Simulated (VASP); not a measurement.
# SnO (Romarchite) (P4/nmm) in VASP: further runs, part 2 of 2

VASP 6.6.1. The steps go on from the part before.

## (3) Single point, r2SCAN

POSCAR reads:

```
SnO
1.0
    3.7926488446      0.0000000000      0.0000000000
    0.0000000000      3.7926488446      0.0000000000
    0.0000000000      0.0000000000      4.7582137846
Sn O
2 2
Direct
    0.5000000000      0.0000000000      0.2410340871
    0.0000000000      0.5000000000      0.7589659129
    0.0000000000      0.0000000000      0.0000000000
    0.5000000000      0.5000000000      0.0000000000
```

INCAR.step1 reads:

```
PREC = Accurate ; ENCUT = 520
ISMEAR = -1 ; SIGMA = 0.02
LREAL = F ; LASPH = T
NELM = 80 ; NBANDS = 28
GGA = PE ; ALGO = Normal
EDIFF = 1E-4 ; LWAVE = T
LCHARG = F
```

INCAR.step2 reads:

```
PREC = Accurate ; ENCUT = 520
EDIFF = 1E-6 ; ISMEAR = -1
SIGMA = 0.02 ; LREAL = F
LASPH = T ; NELM = 80
ALGO = Normal ; ISIF = 2
LWAVE = F ; LCHARG = F
METAGGA = R2SCAN ; LMIXTAU = T
NBANDS = 28 ; ISTART = 1
```

KPOINTS reads:

```
Automatic mesh
0
Gamma
  6 6 6
```

Potentials or basis: VASP PAW PBE potentials, release 64 (Sn_d, O).

Launch:

```sh
$ cat potpaw_PBE.64/Sn_d/POTCAR potpaw_PBE.64/O/POTCAR > POTCAR
$ cp INCAR.step1 INCAR
$ mpirun -np 1 vasp_std > vasp.out
$ cp INCAR.step2 INCAR
$ mpirun -np 1 vasp_std > vasp.out
```

OUTCAR:

```text
PREC = Accurate
   ENCUT = 520
   EDIFF = 1E-6
   ISMEAR = -1
   LREAL = F
   LASPH = T
   NELM = 80
   ISIF = 2
   METAGGA = R2SCAN
   ISTART = 1

 ion  position               nearest neighbor table
   1  0.500  0.000  0.241-   3 2.22   4 2.22   4 2.22   3 2.22   2 3.53   2 3.53   2 3.53   2 3.53
                             2 3.64   2 3.64   2 3.64   2 3.64
   2  0.000  0.500  0.759-   3 2.22   4 2.22   3 2.22   4 2.22   1 3.53   1 3.53   1 3.53   1 3.53
                             1 3.64   1 3.64   1 3.64   1 3.64
   3  0.000  0.000  0.000-   1 2.22   2 2.22   2 2.22   1 2.22
   4  0.500  0.500  0.000-   1 2.22   2 2.22   1 2.22   2 2.22

  LATTYP: Found a simple tetragonal cell.
 ALAT       =     3.7926488446
 C/A-ratio  =     1.2545885421

  Lattice vectors:

 A1 = (   3.7926488446,   0.0000000000,   0.0000000000)
 A2 = (   0.0000000000,   3.7926488446,   0.0000000000)
 A3 = (   0.0000000000,   0.0000000000,   4.7582137846)

Analysis of symmetry for initial positions (statically):
=====================================================================
 Subroutine PRICEL returns:
 Original cell was already a primitive cell.

 Routine SETGRP: Setting up the symmetry group for a
 simple tetragonal supercell.

 Subroutine GETGRP returns: Found 16 space group operations
 (whereof  8 operations were pure point group operations)
 out of a pool of 16 trial point group operations.

The static configuration has the point symmetry D_2d.
 The point group associated with its full space group is D_4h.

Analysis of symmetry for dynamics (positions and initial velocities):
=====================================================================
 Subroutine PRICEL returns:
 Original cell was already a primitive cell.

 Routine SETGRP: Setting up the symmetry group for a
 simple tetragonal supercell.

 Subroutine GETGRP returns: Found 16 space group operations
 (whereof  8 operations were pure point group operations)
 out of a pool of 16 trial point group operations.

The dynamic configuration has the point symmetry D_2d.
 The point group associated with its full space group is D_4h.

 Subroutine INISYM returns: Found 16 space group operations
 (whereof  8 operations are pure point group operations),
 and found     1 'primitive' translations

----------------------------------------------------------------------------------------

                                     Primitive cell

  volume of cell :      68.4430

  direct lattice vectors                    reciprocal lattice vectors
     3.792648845  0.000000000  0.000000000     0.263667964  0.000000000  0.000000000
     0.000000000  3.792648845  0.000000000     0.000000000  0.263667964  0.000000000
     0.000000000  0.000000000  4.758213785     0.000000000  0.000000000  0.210162898

  length of vectors
     3.792648845  3.792648845  4.758213785     0.263667964  0.263667964  0.210162898

  position of ions in fractional coordinates (direct lattice)
     0.500000000  0.000000000  0.241034087
     0.000000000  0.500000000  0.758965913
     0.000000000  0.000000000  0.000000000
     0.500000000  0.500000000  0.000000000

  ion indices of the primitive-cell ions
   primitive index   ion index
[... 25 lines left out ...]

 Subroutine IBZKPT returns following result:
 ===========================================

 Found     40 irreducible k-points:

 Following reciprocal coordinates:
            Coordinates               Weight
  0.000000  0.000000  0.000000      1.000000
  0.166667  0.000000  0.000000      4.000000
  0.333333  0.000000  0.000000      4.000000
  0.500000  0.000000  0.000000      2.000000
  0.166667  0.166667  0.000000      4.000000
  0.333333  0.166667  0.000000      8.000000
[... 16 lines left out ...]
  0.333333  0.000000  0.333333      8.000000
  0.500000  0.000000  0.333333      4.000000
 [... further k-points ...]
   k-points           NKPTS =     40   k-points in BZ     NKDIM =     40   number of bands    NBANDS=     28
   number of dos      NEDOS =    301   number of ions     NIONS =      4
   total plane-waves  NPLWV =  28224
   dimension x,y,z NGX =    28 NGY =   28 NGZ =   36
   dimension x,y,z NGXF=    56 NGYF=   56 NGZF=   72
   ions per type =               2   2
   NGX,Y,Z   is equivalent  to a cutoff of  12.27, 12.27, 12.58 a.u.
   NGXF,Y,Z  is equivalent  to a cutoff of  24.55, 24.55, 25.16 a.u.
 SYSTEM =  unknown system
   PREC   = accura    normal or accurate (medium, high low for compatibility)
   ISTART =      1    job   : 0-new  1-cont  2-samecut
   ICHARG =      0    charge: 1-file 2-atom 10-const
   ISPIN  =      1    spin polarized calculation?
   LNONCOLLINEAR =      F non collinear calculations
   LSORBIT =      F    spin-orbit coupling
   LASPH  =      T    aspherical Exc in radial PAW
   ENCUT  =  520.0 eV  38.22 Ry    6.18 a.u.   7.05  7.05  8.85*2*pi/ulx,y,z
   NELM   =     80;   NELMIN=  2; NELMDL=  0     # of ELM steps
   EDIFF  = 0.1E-05   stopping-criterion for ELM
   LREAL  =      F    real-space projection
   EDIFFG = 0.1E-04   stopping-criterion for IOM
   NSW    =      0    number of steps for IOM
   IBRION =     -1    ionic relax: 0-MD 1-quasi-New 2-CG
   NFREE  =      0    steps in history (QN), initial steepest desc. (CG)
   ISIF   =      2    stress and relaxation
   ISYM   =      2    0-nonsym 1-usesym 2-fastsym
   POTIM  = 0.5000    time-step for ionic-motion
   TEBEG  =    0.0;   TEEND  =   0.0 temperature during run
   PSTRESS=    0.0 pullay stress
   NELECT =      40.0000    total number of electrons
   NUPDOWN=      -1.0000    fix difference up-down
   EMIN   =  10.00;   EMAX   =-10.00  energy-range for DOS
   EFERMI =   0.00;   METHOD = LEGACY
   ISMEAR =    -1;   SIGMA  =   0.02  broadening in eV -4-tet -1-fermi 0-gaus
   EFERMI_NEDOS =   21; number of points for ismear=-14 and -15
   IALGO  =     38    algorithm
   IMIX   =      4    mixing-type and parameters
     AMIX     =   0.40;   BMIX     =  1.00
     AMIX_MAG =   1.60;   BMIX_MAG =  1.00
  volume/ion in A,a.u.               =      17.11       115.47
  Fermi-wavevector in a.u.,A,eV,Ry     =   1.368732  2.586528 25.489526  1.873427
  Thomas-Fermi vector in A             =   2.494670
   LORBIT       =      0    0 simple, 1 ext, 2 COOP (PROOUT), +10 PAW based schemes
   METAGGA = R2SCAN    functional components
   LHFCALC =     F    Hartree Fock is set to
   AEXX    =    0.0000 exact exchange contribution
   IVDW    =     0    specifies the selected vdW correction
   LEPSILON=     F    determine dielectric tensor
   LRPA    =     F    only Hartree local field effects (RPA)
 non-spin polarized calculation
  energy-cutoff  :      520.00
  volume of cell :       68.44
 maximum number of plane-waves:      1868
   NGX = 15   NGY = 15   NGZ = 17

 number of electron      39.9999998 magnetization

 Free energy of the ion-electron system (eV)
  ---------------------------------------------------
  ext. energy  EPLUGINS =         0.00000000
  ---------------------------------------------------
  free energy    TOTEN  =       -66.88897863 eV

  energy without entropy =      -66.88865539  energy(sigma->0) =      -66.88881701

 E-fermi :   7.5028     XC(G=0): -11.0806

 val. band max:        7.4977517569   @ k =   0.0000   0.0000   0.0000
 cond. band min:       7.5282930546   @ k =   0.5000   0.5000   0.0000
 fundamental gap:      0.0305412978
 Fermi energy:         7.5028450901

 k-point     1 :       0.0000    0.0000    0.0000
  band No.  band energies     occupation
      1     -15.5718      2.00000
      2     -14.9845      2.00000
      3     -14.9792      2.00000
      4     -14.9792      2.00000
      5     -14.9254      2.00000
      6     -14.9064      2.00000
[... 733 lines left out ...]
     27      17.1527      0.00000
     28      17.1527      0.00000

 [... further k-points ...]

------------------------ aborting loop because EDIFF is reached ----------------------------------------

  FORCE on cell =-STRESS in cart. coord.  units (eV):
  Direction    XX          YY          ZZ          XY          YZ          ZX
  --------------------------------------------------------------------------------------
  -------------------------------------------------------------------------------------
  Total        0.7805865      0.7805865      0.7628881      0.0000000     -0.0000000      0.0000000
  in kB       18.2726854     18.2726854     17.8583859      0.0000000     -0.0000000      0.0000000
  external PRESSURE =      18.1345856 kB  Pullay stress =       0.0000000 kB

 VOLUME and BASIS-vectors are now :
 -----------------------------------------------------------------------------
  energy-cutoff  :      520.00
  volume of cell :       68.44
      direct lattice vectors                 reciprocal lattice vectors
     3.792648845  0.000000000  0.000000000     0.263667964  0.000000000  0.000000000
     0.000000000  3.792648845  0.000000000     0.000000000  0.263667964  0.000000000
     0.000000000  0.000000000  4.758213785     0.000000000  0.000000000  0.210162898

 POSITION                                       TOTAL-FORCE (eV/Angst)
 -----------------------------------------------------------------------------------
      1.89632      0.00000      1.14689         0.000000      0.000000      0.119209
      0.00000      1.89632      3.61132        -0.000000      0.000000     -0.119209
      0.00000      0.00000      0.00000         0.000000     -0.000000      0.000000
      1.89632      1.89632      0.00000         0.000000      0.000000      0.000000
 -----------------------------------------------------------------------------------
    total drift:                                0.000000      0.000000     -0.000000

  FREE ENERGIE OF THE ION-ELECTRON SYSTEM (eV)
  ---------------------------------------------------
  free  energy   TOTEN  =       -66.8889786280 eV

  energy  without entropy=      -66.8886553903  energy(sigma->0) =      -66.88881701
```

Run time: 3.7 min. Hardware: 1 thread of Intel Xeon Platinum 8259CL at 2.50GHz (Skylake/Cascade Lake), shared host; peak memory 0.21 GiB.

Results:

| Item | Value |
| --- | --- |
| Free energy | -66.8890 eV |
| Pressure | 1.8 GPa |
| Largest force | 0.119 eV/Å |
| Band gap on the k mesh | 0.03 eV, indirect (least direct gap 2.20 eV) |

Forces in eV/Å, atoms in the order of the input:
```
Sn   0.000  0.000  0.119
Sn   0.000  0.000 -0.119
O    0.000  0.000  0.000
O    0.000  0.000  0.000
```

Levels at points of the mesh, in eV from the valence-band top:
```tsv
k point	band 18	band 19	band 20	band 21	band 22	band 23
(0.00, 0.00, 0.00)	-3.68	-3.68	0.00	2.47	4.74	4.74
(0.50, 0.00, 0.00)	-5.40	-3.10	-3.10	3.55	3.55	6.15
(0.50, 0.50, 0.00)	-3.00	-2.17	-2.17	0.03	0.03	4.76
(0.00, 0.00, 0.50)	-3.70	-2.96	-2.62	1.95	2.96	2.96
(0.50, 0.00, 0.50)	-5.36	-2.08	-2.08	2.86	2.86	5.59
(0.50, 0.50, 0.50)	-3.04	-3.00	-3.00	2.37	2.37	4.52
```

Caveat: the PAW data sets were made with another functional, which shifts forces and pressure a little; spin-orbit coupling is left out, which moves the levels of the heavy elements.
